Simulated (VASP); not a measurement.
# HfSi20H10 in VASP: single point with PBE

Aim: the single point of HfSi20H10 with PBE.

Program: VASP 6.6.1. These are calculated values, not measurements. Logs are shortened: lines on timing, memory, paths and dates and some standing lists are left out, and cuts for length are marked.

## Step 1: The cell of the first run

The cell holds a slab with vacuum, 31 atoms: a = 7.679 Å, b = 7.679 Å, c = 18.254 Å, α = 90.00°, β = 90.00°, γ = 90.00°.

## Step 2: Single point, PBE

Input file INCAR:

```
PREC = Accurate
ENCUT = 520
EDIFF = 1E-6
ISMEAR = 0
SIGMA = 0.05
LREAL = Auto
LASPH = True
NELM = 80
ALGO = Normal
ISIF = 2
LWAVE = False
LCHARG = False
GGA = PE
NBANDS = 71
```

Input file KPOINTS:

```
regular mesh
0
Gamma
  2 2 1
```

Input file POSCAR:

```
HfSi20H10
1.0
    7.6791800000      0.0000000000      0.0000000000
    0.0000000000      7.6791800000      0.0000000000
    0.0000000000      0.0000000000     18.2543620000
H Si Hf
10 20 1
Direct
    0.4093920184      0.0000000000      0.0547814270
    0.0906079816      0.0000000000      0.0547814270
    0.9093920184      0.0000000000      0.0547814270
    0.5906079816      0.0000000000      0.0547814270
    0.4093920184      0.5000000000      0.0547814270
    0.0906079816      0.5000000000      0.0547814270
    0.9093920184      0.5000000000      0.0547814270
    0.5906079816      0.5000000000      0.0547814270
    0.2902862024      0.4378449262      0.4678741991
    0.7096262882      0.4370733594      0.4677835906
    0.2500000000      0.0000000000      0.1021947521
    0.7500000000      0.0000000000      0.1021947521
    0.2500000000      0.5000000000      0.1021947521
    0.7500000000      0.5000000000      0.1021947521
    0.2453301003      0.2500000000      0.1727214022
    0.7544821192      0.2499872382      0.1727894955
    0.2519050211      0.7499989582      0.1799437307
    0.7481386033      0.7499928378      0.1799734770
    0.0000106782      0.2480314304      0.2485204358
    0.4998244604      0.2453767199      0.2403380628
    0.0000593813      0.7507737805      0.2555073138
    0.4999542920      0.7534917791      0.2596023898
    0.0000070320      0.0071053159      0.3287391255
    0.4997740644      0.0243860673      0.3259505865
   -0.0001674658      0.4926289005      0.3289372151
    0.4996089426      0.4768565133      0.3219784400
    0.2466601903      0.0680650799      0.4015519140
    0.7532146661      0.0681606630      0.4014350104
    0.2509407254      0.3839202884      0.3852450718
    0.7485045278      0.3838025675      0.3849745064
    1.5001816600      0.2357243872      0.4615456843
```

Potentials or basis: VASP PAW PBE potentials, release 64 (H, Si, Hf_pv).

Command:

```console
$ cat potpaw_PBE.64/H/POTCAR potpaw_PBE.64/Si/POTCAR potpaw_PBE.64/Hf_pv/POTCAR > POTCAR
$ mpirun -np 1 vasp_std > vasp.out
```

OUTCAR:

```text
PREC = Accurate
   ENCUT = 520
   EDIFF = 1E-6
   ISMEAR = 0
   LREAL = Auto
   LASPH = True
   NELM = 80
   ISIF = 2
   GGA = PE

 ion  position               nearest neighbor table
   1  0.409  0.000  0.055-  11 1.50
   2  0.091  0.000  0.055-  11 1.50
   3  0.909  0.000  0.055-  12 1.50
   4  0.591  0.000  0.055-  12 1.50
   5  0.409  0.500  0.055-  13 1.50
   6  0.091  0.500  0.055-  13 1.50
   7  0.909  0.500  0.055-  14 1.50
   8  0.591  0.500  0.055-  14 1.50
   9  0.290  0.438  0.468-  29 1.59  31 2.24
  10  0.710  0.437  0.468-  30 1.59  31 2.23
  11  0.250  0.000  0.102-   1 1.50   2 1.50  15 2.31  17 2.39
  12  0.750  0.000  0.102-   3 1.50   4 1.50  16 2.31  18 2.39
  13  0.250  0.500  0.102-   5 1.50   6 1.50  15 2.31  17 2.39
  14  0.750  0.500  0.102-   7 1.50   8 1.50  16 2.31  18 2.39
  15  0.245  0.250  0.173-  20 2.31  13 2.31  11 2.31  19 2.34
  16  0.754  0.250  0.173-  20 2.31  12 2.31  14 2.31  19 2.34
  17  0.252  0.750  0.180-  21 2.38  13 2.39  11 2.39  22 2.40
  18  0.748  0.750  0.180-  21 2.38  14 2.39  12 2.39  22 2.40
  19  0.000  0.248  0.249-  15 2.34  16 2.34  23 2.36  25 2.38
  20  0.500  0.245  0.240-  24 2.31  15 2.31  16 2.31  26 2.32
  21  0.000  0.751  0.256-  17 2.38  18 2.38  23 2.38  25 2.39
  22  0.500  0.753  0.260-  17 2.40  18 2.40  24 2.41  26 2.41
  23  0.000  0.007  0.329-  19 2.36  28 2.36  27 2.36  21 2.38
  24  0.500  0.024  0.326-  20 2.31  22 2.41  27 2.41  28 2.41  31 2.96
  25  1.000  0.493  0.329-  30 2.34  29 2.34  19 2.38  21 2.39
  26  0.500  0.477  0.322-  20 2.32  30 2.34  29 2.34  22 2.41  31 3.15
  27  0.247  0.068  0.402-  23 2.36  24 2.41  29 2.44  31 2.58
  28  0.753  0.068  0.401-  23 2.36  24 2.41  30 2.44  31 2.58
  29  0.251  0.384  0.385-   9 1.59  25 2.34  26 2.34  27 2.44  31 2.63
  30  0.749  0.384  0.385-  10 1.59  25 2.34  26 2.34  28 2.44  31 2.62
  31  0.500  0.236  0.462-  10 2.23   9 2.24  28 2.58  27 2.58  30 2.62  29 2.63  24 2.96  26 3.15

  LATTYP: Found a simple tetragonal cell.
 ALAT       =     7.6791800000
 C/A-ratio  =     2.3771238596

  Lattice vectors:

 A1 = (   7.6791800000,   0.0000000000,   0.0000000000)
 A2 = (   0.0000000000,   7.6791800000,   0.0000000000)
 A3 = (   0.0000000000,   0.0000000000,  18.2543620000)

Analysis of symmetry for initial positions (statically):
=====================================================================
 Subroutine PRICEL returns:
 Original cell was already a primitive cell.

 Routine SETGRP: Setting up the symmetry group for a
 simple tetragonal supercell.

 Subroutine GETGRP returns: Found  1 space group operations
 (whereof  1 operations were pure point group operations)
 out of a pool of 16 trial point group operations.

The static configuration has the point symmetry C_1 .

Analysis of symmetry for dynamics (positions and initial velocities):
=====================================================================
 Subroutine PRICEL returns:
 Original cell was already a primitive cell.

 Routine SETGRP: Setting up the symmetry group for a
 simple tetragonal supercell.

 Subroutine GETGRP returns: Found  1 space group operations
 (whereof  1 operations were pure point group operations)
 out of a pool of 16 trial point group operations.

The dynamic configuration has the point symmetry C_1 .

 Subroutine INISYM returns: Found  1 space group operations
 (whereof  1 operations are pure point group operations),
 and found     1 'primitive' translations

----------------------------------------------------------------------------------------

                                     Primitive cell

  volume of cell :    1076.4562

  direct lattice vectors                    reciprocal lattice vectors
     7.679180000  0.000000000  0.000000000     0.130222237  0.000000000  0.000000000
     0.000000000  7.679180000  0.000000000     0.000000000  0.130222237  0.000000000
     0.000000000  0.000000000 18.254362000     0.000000000  0.000000000  0.054781427

  length of vectors
     7.679180000  7.679180000 18.254362000     0.130222237  0.130222237  0.054781427

  position of ions in fractional coordinates (direct lattice)
     0.409392018  0.000000000  0.054781427
     0.090607982  0.000000000  0.054781427
     0.909392018  0.000000000  0.054781427
     0.590607982  0.000000000  0.054781427
     0.409392018  0.500000000  0.054781427
     0.090607982  0.500000000  0.054781427
[... 23 lines left out ...]
     0.748504528  0.383802567  0.384974506
     0.500181660  0.235724387  0.461545684

  ion indices of the primitive-cell ions
   primitive index   ion index
                 1           1
                 2           2
                 3           3
                 4           4
                 5           5
                 6           6
[... 23 lines left out ...]
                30          30
                31          31

----------------------------------------------------------------------------------------

 KPOINTS: regular mesh

Automatic generation of k-mesh.
 Grid dimensions read from file:
 generate k-points for:    2    2    1

 Generating k-lattice:

  Cartesian coordinates                     Fractional coordinates (reciprocal lattice)
     0.065111119  0.000000000  0.000000000     0.500000000  0.000000000  0.000000000
     0.000000000  0.065111119  0.000000000     0.000000000  0.500000000  0.000000000
     0.000000000  0.000000000  0.054781427     0.000000000  0.000000000  1.000000000

  Length of vectors
     0.065111119  0.065111119  0.054781427

  Shift w.r.t. Gamma in fractional coordinates (k-lattice)
     0.000000000  0.000000000  0.000000000

 Subroutine IBZKPT returns following result:
 ===========================================

 Found      4 irreducible k-points:

 Following reciprocal coordinates:
            Coordinates               Weight
  0.000000  0.000000  0.000000      1.000000
  0.500000  0.000000  0.000000      1.000000
  0.000000  0.500000  0.000000      1.000000
  0.500000  0.500000  0.000000      1.000000
   k-points           NKPTS =      4   k-points in BZ     NKDIM =      4   number of bands    NBANDS=     71
   number of dos      NEDOS =    301   number of ions     NIONS =     31
   total plane-waves  NPLWV = 504000
   dimension x,y,z NGX =    60 NGY =   60 NGZ =  140
   dimension x,y,z NGXF=   120 NGYF=  120 NGZF=  280
   ions per type =              10  20   1
   NGX,Y,Z   is equivalent  to a cutoff of  12.99, 12.99, 12.75 a.u.
   NGXF,Y,Z  is equivalent  to a cutoff of  25.98, 25.98, 25.50 a.u.
 SYSTEM =  unknown system
   PREC   = accura    normal or accurate (medium, high low for compatibility)
   ISTART =      0    job   : 0-new  1-cont  2-samecut
   ICHARG =      2    charge: 1-file 2-atom 10-const
   ISPIN  =      1    spin polarized calculation?
   LNONCOLLINEAR =      F non collinear calculations
   LSORBIT =      F    spin-orbit coupling
   LASPH  =      T    aspherical Exc in radial PAW
   ENCUT  =  520.0 eV  38.22 Ry    6.18 a.u.  14.28 14.28 33.94*2*pi/ulx,y,z
   NELM   =     80;   NELMIN=  2; NELMDL= -5     # of ELM steps
   EDIFF  = 0.1E-05   stopping-criterion for ELM
   LREAL  =      T    real-space projection
   EDIFFG = 0.1E-04   stopping-criterion for IOM
   NSW    =      0    number of steps for IOM
   IBRION =     -1    ionic relax: 0-MD 1-quasi-New 2-CG
   NFREE  =      0    steps in history (QN), initial steepest desc. (CG)
   ISIF   =      2    stress and relaxation
   ISYM   =      2    0-nonsym 1-usesym 2-fastsym
   POTIM  = 0.5000    time-step for ionic-motion
   TEBEG  =    0.0;   TEEND  =   0.0 temperature during run
   PSTRESS=    0.0 pullay stress
   NELECT =     100.0000    total number of electrons
   NUPDOWN=      -1.0000    fix difference up-down
   EMIN   =  10.00;   EMAX   =-10.00  energy-range for DOS
   EFERMI =   0.00;   METHOD = LEGACY
   ISMEAR =     0;   SIGMA  =   0.05  broadening in eV -4-tet -1-fermi 0-gaus
   EFERMI_NEDOS =   21; number of points for ismear=-14 and -15
   IALGO  =     38    algorithm
   IMIX   =      4    mixing-type and parameters
     AMIX     =   0.40;   BMIX     =  1.00
     AMIX_MAG =   1.60;   BMIX_MAG =  1.00
  volume/ion in A,a.u.               =      34.72       234.33
  Fermi-wavevector in a.u.,A,eV,Ry     =   0.741440  1.401119  7.479576  0.549733
  Thomas-Fermi vector in A             =   1.836081
   LORBIT       =      0    0 simple, 1 ext, 2 COOP (PROOUT), +10 PAW based schemes
   GGA     = PE    functional components
   LHFCALC =     F    Hartree Fock is set to
   AEXX    =    0.0000 exact exchange contribution
   IVDW    =     0    specifies the selected vdW correction
   LEPSILON=     F    determine dielectric tensor
   LRPA    =     F    only Hartree local field effects (RPA)
 non-spin polarized calculation
 Gauss-broadening in eV      SIGMA  =   0.05
  energy-cutoff  :      520.00
  volume of cell :     1076.46
 maximum number of plane-waves:     29043
 NGX is ok and might be reduce to    60
   NGX = 29   NGY = 29   NGZ = 67

 number of electron     100.0000005 magnetization

 Free energy of the ion-electron system (eV)
  ---------------------------------------------------
  ext. energy  EPLUGINS =         0.00000000
  ---------------------------------------------------
  free energy    TOTEN  =      -144.81670066 eV

  energy without entropy =     -144.80497787  energy(sigma->0) =     -144.81083927

 E-fermi :   0.5545     XC(G=0):  -4.8878

 val. band max:        0.5292930714   @ k =   0.5000   0.0000   0.0000
 cond. band min:       0.5814419046   @ k =   0.5000   0.5000   0.0000
 fundamental gap:      0.0521488332
 Fermi energy:         0.5545369263

 k-point     1 :       0.0000    0.0000    0.0000
  band No.  band energies     occupation
      1     -31.6748      2.00000
      2     -31.4196      2.00000
      3     -31.3633      2.00000
      4     -11.8835      2.00000
      5     -10.8662      2.00000
      6     -10.0356      2.00000
[... 54 lines left out ...]
     61       2.1379      0.00000
     62       2.1618      0.00000

 k-point     2 :       0.5000    0.0000    0.0000
  band No.  band energies     occupation
      1     -31.6748      2.00000
      2     -31.4196      2.00000
      3     -31.3633      2.00000
      4     -11.3797      2.00000
      5     -11.3150      2.00000
      6     -10.4419      2.00000
[... 54 lines left out ...]
     61       2.3283      0.00000
     62       2.4147      0.00000

 k-point     3 :       0.0000    0.5000    0.0000
  band No.  band energies     occupation
      1     -31.6748      2.00000
      2     -31.4196      2.00000
      3     -31.3633      2.00000
      4     -11.6512      2.00000
      5     -10.9728      2.00000
      6     -10.5594      2.00000
[... 54 lines left out ...]
     61       2.1066      0.00000
     62       2.2989      0.00000

 k-point     4 :       0.5000    0.5000    0.0000
  band No.  band energies     occupation
      1     -31.6748      2.00000
      2     -31.4196      2.00000
      3     -31.3633      2.00000
      4     -11.1707      2.00000
      5     -11.0320      2.00000
      6     -10.4970      2.00000
[... 54 lines left out ...]
     61       2.8019      0.00000
     62       2.9992      0.00000
 [bands above 62 left out]

------------------------ aborting loop because EDIFF is reached ----------------------------------------

  FORCE on cell =-STRESS in cart. coord.  units (eV):
  Direction    XX          YY          ZZ          XY          YZ          ZX
  --------------------------------------------------------------------------------------
  -------------------------------------------------------------------------------------
  Total       19.8997993      1.2388019     -0.2815711     -0.0088165     -0.0572120     -0.0107376
  in kB       29.6184908      1.8438097     -0.4190852     -0.0131224     -0.0851533     -0.0159817
  external PRESSURE =      10.3477384 kB  Pullay stress =       0.0000000 kB

 VOLUME and BASIS-vectors are now :
 -----------------------------------------------------------------------------
  energy-cutoff  :      520.00
  volume of cell :     1076.46
      direct lattice vectors                 reciprocal lattice vectors
     7.679180000  0.000000000  0.000000000     0.130222237  0.000000000  0.000000000
     0.000000000  7.679180000  0.000000000     0.000000000  0.130222237  0.000000000
     0.000000000  0.000000000 18.254362000     0.000000000  0.000000000  0.054781427

 POSITION                                       TOTAL-FORCE (eV/Angst)
 -----------------------------------------------------------------------------------
      3.14379      0.00000      1.00000        -0.630952     -0.052848      0.008171
      0.69580      0.00000      1.00000         0.591282     -0.148055     -0.045488
      6.98338      0.00000      1.00000        -0.590657     -0.146761     -0.044264
      4.53539      0.00000      1.00000         0.631400     -0.053544      0.007877
      3.14379      3.83959      1.00000        -0.638720      0.049033      0.008876
      0.69580      3.83959      1.00000         0.595859      0.152527     -0.037308
[... 23 lines left out ...]
      5.74790      2.94729      7.02746         0.003260     -0.001497      0.011390
      3.84098      1.81017      8.42522        -0.012642      0.013905     -0.046135
 -----------------------------------------------------------------------------------
    total drift:                               -0.002976     -0.001885      0.021846

  FREE ENERGIE OF THE ION-ELECTRON SYSTEM (eV)
  ---------------------------------------------------
  free  energy   TOTEN  =      -144.8167006643 eV

  energy  without entropy=     -144.8049778660  energy(sigma->0) =     -144.81083927
```

It took 10 min on 1 thread of Intel Xeon Platinum 8259CL at 2.50GHz (Skylake/Cascade Lake), shared host; peak memory 1.1 GiB.

Results:

| Quantity | Value |
| --- | --- |
| Free energy | -144.8167 eV |
| Largest force | 0.641 eV/Å |
| Band gap on the k mesh | 0.05 eV, indirect (least direct gap 0.12 eV) |

Forces on the atoms (eV/Å):
```
H   -0.631 -0.053  0.008
H    0.591 -0.148 -0.045
H   -0.591 -0.147 -0.044
H    0.631 -0.054  0.008
H   -0.639  0.049  0.009
H    0.596  0.153 -0.037
H   -0.595  0.151 -0.037
H    0.639  0.050  0.009
H    0.001 -0.010 -0.010
H   -0.003 -0.003 -0.010
Si  -0.111 -0.269  0.035
Si   0.108 -0.267  0.042
Si  -0.077  0.279  0.032
Si   0.076  0.275  0.039
Si   0.005  0.002  0.004
Si  -0.002  0.004 -0.001
Si  -0.003 -0.011  0.002
Si   0.001 -0.011 -0.001
Si  -0.005 -0.005  0.004
Si   0.004  0.002 -0.004
Si  -0.003  0.011 -0.007
Si   0.002  0.013  0.001
Si   0.002  0.003 -0.003
Si   0.004 -0.008  0.012
Si   0.002 -0.002  0.011
Si  -0.001 -0.024  0.013
Si   0.022  0.015  0.003
Si  -0.020  0.003 -0.008
Si   0.005 -0.010  0.010
Si   0.003 -0.001  0.011
Hf  -0.013  0.014 -0.046
```

Levels at points of the mesh, in eV from the valence-band top:
```
           k point  band 47  band 48  band 49  band 50  band 51  band 52  band 53  band 54
(0.00, 0.00, 0.00)    -1.59    -1.56    -1.52    -0.51     0.11     0.15     0.42     0.43
(0.50, 0.00, 0.00)    -1.62    -1.57    -1.46     0.00     0.12     0.38     0.53     0.74
(0.00, 0.50, 0.00)    -1.60    -1.37    -1.25    -0.29     0.13     0.43     0.52     0.57
(0.50, 0.50, 0.00)    -2.12    -1.50    -1.40    -0.07     0.05     0.41     0.65     0.73
```

Caveat: spin-orbit coupling is left out, which moves the levels of the heavy elements.
